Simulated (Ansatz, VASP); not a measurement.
# One calculation of SnO2, two programs

```
CELL_PARAMETERS angstrom
5.03336 0.00000 0.00000
0.00000 6.11907 0.00000
0.00000 0.00000 5.57464
ATOMIC_POSITIONS crystal
Sn 0.50000 0.66517 0.75000
Sn 0.00000 0.83483 0.25000
Sn 0.50000 0.33483 0.25000
Sn 0.00000 0.16517 0.75000
O 0.73012 0.60706 0.07817
O 0.23012 0.89294 0.92183
O 0.76988 0.89294 0.57817
O 0.26988 0.60706 0.42183
O 0.73012 0.39294 0.57817
O 0.23012 0.10706 0.42183
O 0.76988 0.10706 0.07817
O 0.26988 0.39294 0.92183
```

Change from the starting cell: volume 14.308 Å^3 an atom, stretch along b over the lengths across it, relative to the relaxed cell 1.0000.

Alike in both runs: task single point; functional PBE; k mesh 6 × 6 × 6; occupations gaussian, width 0.05 eV; no spin polarisation.

```csv
,VASP,Ansatz
version,VASP 6.6.1,Ansatz 0.2.0
potentials or method,"VASP PAW PBE potentials, release 64 (Sn_d, O), cutoff 520 eV","scalar-relativistic, plane waves, PAW"
valence electrons in the cell,104,104
```

VASP gave:

- gap on the k mesh at the Fermi level (eV): none
- pressure (GPa): -18.3
- traceless stress, the component that is largest in VASP (GPa): -1.39
- rms of the force components (eV/Å): 0.175

Problem. Which values does Ansatz return?

Solution. gap on the k mesh at the Fermi level (eV): none; pressure (GPa): -18.6; traceless stress, the component that is largest in VASP (GPa): -1.46; rms of the force components (eV/Å): 0.181.

Atom by atom the forces differ by 0.006 eV/Å (rms over components). A gap of «none» marks a metal or a gap that the smearing closes. The functional is the same, so the differences come from potentials, cutoffs and numerics.
